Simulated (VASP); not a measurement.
# Ti (Amm2) in VASP: further runs

Runs on Ti. Level: r2SCAN. Tasks: single point.

Program: VASP 6.6.1. These are calculated values, not measurements. Logs are shortened: lines on timing, memory, paths and dates and some standing lists are left out, and cuts for length are marked.

## (1) The cell of the first run

It takes space group Amm2 (No. 38, orthorhombic). The conventional cell has a = 2.820 Å, b = 4.600 Å, c = 7.967 Å, α = 90.00°, β = 90.00°, γ = 90.00°. Ti (site symmetry mm2) has 14 Ti at 2.82 to 3.05 Å within 3.7 Å. Within 3.4 Å of Ti (site symmetry mm2) lie 11 Ti at 2.61 to 3.05 Å. Ti (site symmetry mm2) has 11 Ti at 2.61 to 3.01 Å within 3.4 Å.

## (2) Single point, r2SCAN

Input file POSCAR:

```
Ti
1.0
    4.6000000000      0.0000000000      0.0000000000
   -2.3000000000      3.9837168600      0.0000000000
    0.0000000000      0.0000000000      2.8200000000
Ti
3
Direct
    0.0000000000      0.0000000000      0.0000000000
    0.3207822405      0.6415644811      0.5000000000
    0.6666666667      0.3333333333      0.5000000000
```

Input file INCAR.step1:

```
  PREC = Accurate
  ENCUT = 520
  ISMEAR = -1
  SIGMA = 0.1
  LREAL = F
  LASPH = T
  NELM = 60
  NBANDS = 25
  GGA = PE
  ALGO = Normal
  EDIFF = 1E-4
  LWAVE = T
  LCHARG = F
```

Input file INCAR.step2:

```
  PREC = Accurate
  ENCUT = 520
  EDIFF = 1E-6
  ISMEAR = -1
  SIGMA = 0.1
  LREAL = F
  LASPH = T
  NELM = 60
  ALGO = Normal
  ISIF = 2
  LWAVE = F
  LCHARG = F
  METAGGA = R2SCAN
  LMIXTAU = T
  NBANDS = 25
  ISTART = 1
```

Input file KPOINTS:

```
Automatic mesh
0
Gamma
  8 8 12
```

Potentials or basis: VASP PAW PBE potentials, release 64 (Ti_sv).

Launch:

```sh
> cat potpaw_PBE.64/Ti_sv/POTCAR > POTCAR
> cp INCAR.step1 INCAR
> mpirun -np 1 vasp_std > vasp.out
> cp INCAR.step2 INCAR
> mpirun -np 1 vasp_std > vasp.out
```

OUTCAR:

```text
PREC = Accurate
   ENCUT = 520
   EDIFF = 1E-6
   ISMEAR = -1
   LREAL = F
   LASPH = T
   NELM = 60
   ISIF = 2
   METAGGA = R2SCAN
   ISTART = 1

 ion  position               nearest neighbor table
   1  0.000  0.000  0.000-   2 2.92   2 2.92
   2  0.321  0.642  0.500-   3 2.61   3 2.61   3 2.76   1 2.92   1 2.92
   3  0.667  0.333  0.500-   2 2.61   2 2.61   2 2.76

  LATTYP: Found a hexagonal cell.
 ALAT       =     4.6000000000
 C/A-ratio  =     0.6130434783

  Lattice vectors:

 A1 = (   4.6000000000,   0.0000000000,   0.0000000000)
 A2 = (  -2.3000000000,   3.9837168600,   0.0000000000)
 A3 = (   0.0000000000,   0.0000000000,   2.8200000000)

Analysis of symmetry for initial positions (statically):
=====================================================================
 Subroutine PRICEL returns:
 Original cell was already a primitive cell.

 Routine SETGRP: Setting up the symmetry group for a
 hexagonal supercell.

 Subroutine GETGRP returns: Found  4 space group operations
 (whereof  4 operations were pure point group operations)
 out of a pool of 24 trial point group operations.

The static configuration has the point symmetry C_2v.

Analysis of symmetry for dynamics (positions and initial velocities):
=====================================================================
 Subroutine PRICEL returns:
 Original cell was already a primitive cell.

 Routine SETGRP: Setting up the symmetry group for a
 hexagonal supercell.

 Subroutine GETGRP returns: Found  4 space group operations
 (whereof  4 operations were pure point group operations)
 out of a pool of 24 trial point group operations.

The dynamic configuration has the point symmetry C_2v.

 Subroutine INISYM returns: Found  4 space group operations
 (whereof  4 operations are pure point group operations),
 and found     1 'primitive' translations

----------------------------------------------------------------------------------------

                                     Primitive cell

  volume of cell :      51.6768

  direct lattice vectors                    reciprocal lattice vectors
     4.600000000  0.000000000  0.000000000     0.217391304  0.125510928  0.000000000
    -2.300000000  3.983716860  0.000000000     0.000000000  0.251021856  0.000000000
     0.000000000  0.000000000  2.820000000     0.000000000  0.000000000  0.354609929

  length of vectors
     4.600000000  4.600000002  2.820000000     0.251021856  0.251021856  0.354609929

  position of ions in fractional coordinates (direct lattice)
     0.000000000  0.000000000  0.000000000
     0.320782241  0.641564481  0.500000000
     0.666666667  0.333333333  0.500000000

  ion indices of the primitive-cell ions
   primitive index   ion index
                 1           1
                 2           2
                 3           3

----------------------------------------------------------------------------------------

 KPOINTS: Automatic mesh

Automatic generation of k-mesh.
 Grid dimensions read from file:
 generate k-points for:    8    8   12

 Generating k-lattice:

  Cartesian coordinates                     Fractional coordinates (reciprocal lattice)
     0.027173913  0.015688866  0.000000000     0.125000000  0.000000000  0.000000000
     0.000000000  0.031377732  0.000000000     0.000000000  0.125000000  0.000000000
     0.000000000  0.000000000  0.029550827     0.000000000  0.000000000  0.083333333

  Length of vectors
     0.031377732  0.031377732  0.029550827

  Shift w.r.t. Gamma in fractional coordinates (k-lattice)
     0.000000000  0.000000000  0.000000000

 Subroutine IBZKPT returns following result:
 ===========================================

 Found    147 irreducible k-points:

 Following reciprocal coordinates:
            Coordinates               Weight
  0.000000  0.000000  0.000000      1.000000
  0.125000  0.000000  0.000000      4.000000
  0.000000  0.125000  0.000000      2.000000
  0.250000  0.000000  0.000000      4.000000
  0.000000  0.250000  0.000000      2.000000
  0.375000  0.000000  0.000000      4.000000
[... 16 lines left out ...]
  0.125000  0.000000  0.083333      8.000000
  0.000000  0.125000  0.083333      4.000000
 [... further k-points ...]
   k-points           NKPTS =    147   k-points in BZ     NKDIM =    147   number of bands    NBANDS=     25
   number of dos      NEDOS =    301   number of ions     NIONS =      3
   total plane-waves  NPLWV =  31104
   dimension x,y,z NGX =    36 NGY =   36 NGZ =   24
   dimension x,y,z NGXF=    72 NGYF=   72 NGZF=   48
   ions per type =               3
   NGX,Y,Z   is equivalent  to a cutoff of  13.01, 13.01, 14.15 a.u.
   NGXF,Y,Z  is equivalent  to a cutoff of  26.02, 26.02, 28.30 a.u.
 SYSTEM =  unknown system
   PREC   = accura    normal or accurate (medium, high low for compatibility)
   ISTART =      1    job   : 0-new  1-cont  2-samecut
   ICHARG =      0    charge: 1-file 2-atom 10-const
   ISPIN  =      1    spin polarized calculation?
   LNONCOLLINEAR =      F non collinear calculations
   LSORBIT =      F    spin-orbit coupling
   LASPH  =      T    aspherical Exc in radial PAW
   ENCUT  =  520.0 eV  38.22 Ry    6.18 a.u.   8.55  8.55  5.24*2*pi/ulx,y,z
   NELM   =     60;   NELMIN=  2; NELMDL=  0     # of ELM steps
   EDIFF  = 0.1E-05   stopping-criterion for ELM
   LREAL  =      F    real-space projection
   EDIFFG = 0.1E-04   stopping-criterion for IOM
   NSW    =      0    number of steps for IOM
   IBRION =     -1    ionic relax: 0-MD 1-quasi-New 2-CG
   NFREE  =      0    steps in history (QN), initial steepest desc. (CG)
   ISIF   =      2    stress and relaxation
   ISYM   =      2    0-nonsym 1-usesym 2-fastsym
   POTIM  = 0.5000    time-step for ionic-motion
   TEBEG  =    0.0;   TEEND  =   0.0 temperature during run
   PSTRESS=    0.0 pullay stress
   NELECT =      36.0000    total number of electrons
   NUPDOWN=      -1.0000    fix difference up-down
   EMIN   =  10.00;   EMAX   =-10.00  energy-range for DOS
   EFERMI =   0.00;   METHOD = LEGACY
   ISMEAR =    -1;   SIGMA  =   0.10  broadening in eV -4-tet -1-fermi 0-gaus
   EFERMI_NEDOS =   21; number of points for ismear=-14 and -15
   IALGO  =     38    algorithm
   IMIX   =      4    mixing-type and parameters
     AMIX     =   0.40;   BMIX     =  1.00
     AMIX_MAG =   1.60;   BMIX_MAG =  1.00
  volume/ion in A,a.u.               =      17.23       116.24
  Fermi-wavevector in a.u.,A,eV,Ry     =   1.451255  2.742475 28.655807  2.106142
  Thomas-Fermi vector in A             =   2.568774
   LORBIT       =      0    0 simple, 1 ext, 2 COOP (PROOUT), +10 PAW based schemes
   METAGGA = R2SCAN    functional components
   LHFCALC =     F    Hartree Fock is set to
   AEXX    =    0.0000 exact exchange contribution
   IVDW    =     0    specifies the selected vdW correction
   LEPSILON=     F    determine dielectric tensor
   LRPA    =     F    only Hartree local field effects (RPA)
 non-spin polarized calculation
  energy-cutoff  :      520.00
  volume of cell :       51.68
 maximum number of plane-waves:      1416
 NGX is ok and might be reduce to    36
   NGX = 17   NGY = 17   NGZ = 11

 number of electron      35.9999983 magnetization

 Free energy of the ion-electron system (eV)
  ---------------------------------------------------
  ext. energy  EPLUGINS =         0.00000000
  ---------------------------------------------------
  free energy    TOTEN  =       -38.91924781 eV

  energy without entropy =      -38.83111698  energy(sigma->0) =      -38.87518239

 E-fermi :   8.3454     XC(G=0): -12.4379

 val. band max:        8.3443777934   @ k =   0.0000   0.5000   0.0000
 cond. band min:       8.3457905481   @ k =  -0.1250   0.5000   0.0833
 fundamental gap:      0.0014127548
 Fermi energy:         8.3453986212

 k-point     1 :       0.0000    0.0000    0.0000
  band No.  band energies     occupation
      1     -50.8756      2.00000
      2     -50.6574      2.00000
      3     -50.4981      2.00000
      4     -26.1663      2.00000
      5     -26.1595      2.00000
      6     -26.1118      2.00000
[... 17 lines left out ...]
     24      10.3260      0.00000
     25      10.5155      0.00000

 k-point     2 :       0.1250    0.0000    0.0000
  band No.  band energies     occupation
      1     -50.8730      2.00000
      2     -50.6537      2.00000
      3     -50.5047      2.00000
      4     -26.2331      2.00000
      5     -26.1646      2.00000
      6     -26.0560      2.00000
[... 17 lines left out ...]
     24      10.2179      0.00000
     25      10.7126      0.00000

 k-point     3 :       0.0000    0.1250    0.0000
  band No.  band energies     occupation
      1     -50.8729      2.00000
      2     -50.6558      2.00000
      3     -50.5027      2.00000
      4     -26.2251      2.00000
      5     -26.1860      2.00000
      6     -26.0514      2.00000
[... 17 lines left out ...]
     24      10.0958      0.00000
     25      10.8050      0.00000

 k-point     4 :       0.2500    0.0000    0.0000
  band No.  band energies     occupation
      1     -50.8669      2.00000
      2     -50.6421      2.00000
      3     -50.5230      2.00000
      4     -26.2802      2.00000
      5     -26.1918      2.00000
      6     -25.9683      2.00000
[... 17 lines left out ...]
     24      10.3105      0.00000
     25      11.1121      0.00000
[... 477 lines left out ...]
 k-point    22 :       0.0000    0.0000    0.0833
  band No.  band energies     occupation
      1     -50.8706      2.00000
      2     -50.6545      2.00000
      3     -50.4943      2.00000
      4     -26.1609      2.00000
      5     -26.1511      2.00000
      6     -26.1061      2.00000
[... 17 lines left out ...]
     24      10.3947      0.00000
     25      10.5355      0.00000

 k-point    23 :       0.1250    0.0000    0.0833
  band No.  band energies     occupation
      1     -50.8681      2.00000
      2     -50.6507      2.00000
      3     -50.5009      2.00000
      4     -26.2245      2.00000
      5     -26.1571      2.00000
      6     -26.0529      2.00000
[... 17 lines left out ...]
     24      10.2133      0.00000
     25      10.7853      0.00000

 k-point    24 :       0.0000    0.1250    0.0833
  band No.  band energies     occupation
      1     -50.8680      2.00000
      2     -50.6527      2.00000
      3     -50.4989      2.00000
      4     -26.2174      2.00000
      5     -26.1777      2.00000
      6     -26.0484      2.00000
[... 17 lines left out ...]
     24      10.0770      0.00000
     25      10.8797      0.00000

 [... further k-points ...]
[... 5 lines left out ...]
  --------------------------------------------------------------------------------------
  -------------------------------------------------------------------------------------
  Total       -0.4774020     -0.3417948      0.1304204      0.0000000      0.0000000      0.0000000
  in kB      -14.8012834    -10.5969453      4.0435308      0.0000000      0.0000000      0.0000000
  external PRESSURE =      -7.1182326 kB  Pullay stress =       0.0000000 kB

 VOLUME and BASIS-vectors are now :
 -----------------------------------------------------------------------------
  energy-cutoff  :      520.00
  volume of cell :       51.68
      direct lattice vectors                 reciprocal lattice vectors
     4.600000000  0.000000000  0.000000000     0.217391304  0.125510928  0.000000000
    -2.300000000  3.983716860  0.000000000     0.000000000  0.251021856  0.000000000
     0.000000000  0.000000000  2.820000000     0.000000000  0.000000000  0.354609929

 POSITION                                       TOTAL-FORCE (eV/Angst)
 -----------------------------------------------------------------------------------
      0.00000      0.00000      0.00000        -0.000000     -0.176683      0.000000
     -0.00000      2.55581      1.41000         0.000000      0.354694      0.000000
      2.30000      1.32791      1.41000        -0.000000     -0.178011      0.000000
 -----------------------------------------------------------------------------------
    total drift:                               -0.000000     -0.000085     -0.000000

  FREE ENERGIE OF THE ION-ELECTRON SYSTEM (eV)
  ---------------------------------------------------
  free  energy   TOTEN  =       -38.9192478082 eV

  energy  without entropy=      -38.8311169754  energy(sigma->0) =      -38.87518239
```

Run time: 14 min. Hardware: 1 thread of Intel Xeon 8259CL, shared host; peak memory 0.28 GiB.

What came out:

| Property | Result |
| --- | --- |
| Free energy | -38.9192 eV |
| Pressure | -0.7 GPa |
| Largest force | 0.355 eV/Å |
| Band gap on the k mesh | zero (bands 18 and 19 overlap by 0.31 eV) |

Forces on the atoms (eV/Å):
```
Ti   0.000 -0.177  0.000
Ti   0.000  0.355  0.000
Ti   0.000 -0.178  0.000
```

Caveat: the PAW data sets were made with another functional, which shifts forces and pressure a little.

## (3) Single point, r2SCAN

Edit POSCAR of step 2 so:

```diff
@@ -9,3 +9,3 @@
     0.0000000000      0.0000000000      0.0000000000
-    0.3207822405      0.6415644811      0.5000000000
+    0.3270577869      0.6541155739      0.5000000000
     0.6666666667      0.3333333333      0.5000000000
```

Input file INCAR.step1:

```
  ALGO = Normal
  EDIFF = 1E-4
  ENCUT = 520
  GGA = PE
  ISMEAR = -1
  LASPH = T
  LCHARG = F
  LREAL = F
  LWAVE = T
  NBANDS = 25
  NELM = 100
  PREC = Accurate
  SIGMA = 0.1
```

Input file INCAR.step2:

```
  ALGO = Normal
  EDIFF = 1E-6
  ENCUT = 520
  ISIF = 2
  ISMEAR = -1
  ISTART = 1
  LASPH = T
  LCHARG = F
  LMIXTAU = T
  LREAL = F
  LWAVE = F
  METAGGA = R2SCAN
  NBANDS = 25
  NELM = 100
  PREC = Accurate
  SIGMA = 0.1
```

Input file KPOINTS:

```
k-points
0
Gamma
  8 8 12
```

Potentials or basis: VASP PAW PBE potentials, release 64 (Ti_sv).

Launch:

```sh
> cat potpaw_PBE.64/Ti_sv/POTCAR > POTCAR
> cp INCAR.step1 INCAR
> mpirun -np 1 vasp_std > vasp.out
> cp INCAR.step2 INCAR
> mpirun -np 1 vasp_std > vasp.out
```

Wall time 15 min (1 thread of Intel Xeon 8259CL, shared host); peak memory 0.28 GiB.

Results (log left out):

```
Free energy            : -38.9326 eV
Pressure               : -0.8 GPa
Largest force          : 0.180 eV/Å
Band gap on the k mesh : zero (bands 18 and 19 overlap by 0.24 eV)
```

Forces on the atoms (eV/Å):
```
Ti   0.000 -0.077  0.000
Ti   0.000  0.180  0.000
Ti   0.000 -0.103  0.000
```

Stress tensor (GPa, compression positive):
```
-1.45  0.00  0.00
 0.00 -1.32  0.00
 0.00  0.00  0.31
```

Levels at points of the mesh, in eV from the Fermi level:
```csv
k point,band 14,band 15,band 16,band 17,band 18,band 19,band 20,band 21,band 22,band 23
"(0.00, 0.00, 0.00)",-1.97,-0.79,-0.77,-0.76,-0.73,-0.01,0.79,1.45,1.45,1.96
"(0.50, 0.00, 0.00)",-3.84,-2.72,-0.46,-0.36,-0.31,0.16,0.64,0.89,1.24,2.14
"(0.00, 0.50, 0.00)",-3.86,-2.69,-0.39,-0.26,-0.25,0.03,0.57,0.88,1.25,2.08
"(0.00, 0.00, 0.50)",-2.20,-2.08,-1.90,-1.73,-1.71,1.00,1.24,1.38,1.44,3.14
"(0.50, 0.00, 0.50)",-2.19,-1.76,-1.26,-0.82,-0.70,0.45,0.92,0.99,1.15,2.45
"(0.00, 0.50, 0.50)",-2.21,-1.82,-1.15,-0.80,-0.62,0.54,0.94,0.95,1.22,2.26
```

Caveat: the PAW data sets were made with another functional, which shifts forces and pressure a little.

## (4) Single point, r2SCAN

Edit POSCAR of step 3 so:

```diff
@@ -9,3 +9,3 @@
     0.0000000000      0.0000000000      0.0000000000
-    0.3270577869      0.6541155739      0.5000000000
+    0.3396088797      0.6792177595      0.5000000000
     0.6666666667      0.3333333333      0.5000000000
```

Input file INCAR.step1:

```
SYSTEM = Ti
PREC     = Accurate       ! precision mode
ENCUT    = 520            ! plane-wave cutoff, eV
ISMEAR   = -1             ! smearing method
SIGMA    = 0.1            ! smearing width, eV
LREAL    = .False.        ! projectors in reciprocal space
LASPH    = .True.         ! aspherical terms in the spheres
NELM     = 100            ! most SCF steps
NBANDS   = 25             ! bands
GGA      = PE             ! functional
ALGO     = Normal         ! electronic algorithm
EDIFF    = 1E-4           ! SCF threshold, eV
LWAVE    = .True.         ! write WAVECAR
LCHARG   = .False.        ! write CHGCAR
```

Input file INCAR.step2:

```
SYSTEM = Ti
PREC     = Accurate       ! precision mode
ENCUT    = 520            ! plane-wave cutoff, eV
EDIFF    = 1E-7           ! SCF threshold, eV
ISMEAR   = -1             ! smearing method
SIGMA    = 0.1            ! smearing width, eV
LREAL    = .False.        ! projectors in reciprocal space
LASPH    = .True.         ! aspherical terms in the spheres
NELM     = 100            ! most SCF steps
ALGO     = Normal         ! electronic algorithm
ISIF     = 2              ! what is computed and relaxed
LWAVE    = .False.        ! write WAVECAR
LCHARG   = .True.         ! write CHGCAR
METAGGA  = R2SCAN         ! meta-GGA
LMIXTAU  = .True.       
LELF     = .True.         ! ELF
LVHAR    = .True.       
NBANDS   = 25             ! bands
ISTART   = 1
```

Input file KPOINTS:

```
regular mesh
0
Gamma
  8 8 12
  0 0 0
```

Launch:

```sh
> cat potpaw_PBE.64/Ti_sv/POTCAR > POTCAR
> cp INCAR.step1 INCAR
> mpirun -np 1 vasp_std > vasp.out
> cp INCAR.step2 INCAR
> mpirun -np 1 vasp_std > vasp.out
```

Wall time 19 min (1 thread of Intel Xeon 8259CL, shared host); peak memory 0.28 GiB.

The run converged. Its results:

| Property | Result |
| --- | --- |
| Free energy | -38.9322 eV |
| Pressure | -0.9 GPa |
| Largest force | 0.202 eV/Å |
| Band gap on the k mesh | zero (bands 18 and 19 overlap by 0.26 eV) |

Forces in eV/Å, atoms in the order of the input:
```
Ti   0.000  0.060  0.000
Ti   0.000 -0.202  0.000
Ti   0.000  0.141  0.000
```

Stress tensor (GPa, compression positive):
```
-1.43  0.00  0.00
 0.00 -1.40  0.00
 0.00  0.00  0.27
```

Levels at points of the mesh, in eV from the Fermi level:
```csv
k point,band 15,band 16,band 17,band 18,band 19,band 20,band 21,band 22
"(0.00, 0.00, 0.00)",-0.79,-0.78,-0.76,-0.72,-0.01,0.79,1.44,1.46
"(0.50, 0.00, 0.00)",-2.71,-0.38,-0.32,-0.29,0.07,0.60,0.89,1.25
"(0.00, 0.50, 0.00)",-2.73,-0.51,-0.40,-0.29,0.21,0.66,0.88,1.24
"(0.00, 0.00, 0.50)",-2.07,-1.91,-1.73,-1.70,1.00,1.24,1.40,1.42
"(0.50, 0.00, 0.50)",-1.80,-1.19,-0.81,-0.65,0.51,0.94,0.96,1.20
"(0.00, 0.50, 0.50)",-1.74,-1.29,-0.82,-0.72,0.44,0.91,1.00,1.13
```

Caveat: the PAW data sets were made with another functional, which shifts forces and pressure a little.

## (5) The runs side by side

| cell | gap on the mesh (eV) | pressure (GPa) | largest force (eV/Å) |
| --- | --- | --- | --- |
| as given, atomic positions A | none | -0.7 | 0.35 |
| as given, atomic positions B | none | -0.8 | 0.18 |
| as given, atomic positions C | none | -0.9 | 0.20 |

Alike in all rows: task single point; level r2SCAN; potentials or basis VASP PAW PBE potentials, release 64 (Ti_sv); no spin polarisation; k mesh 8 × 8 × 12; cutoff (eV) 520; smearing fermi-dirac 0.1 eV.

Caveats: the PAW data sets were made with another functional, which shifts forces and pressure a little.

Absolute energies hang on the potentials; compare differences alone.
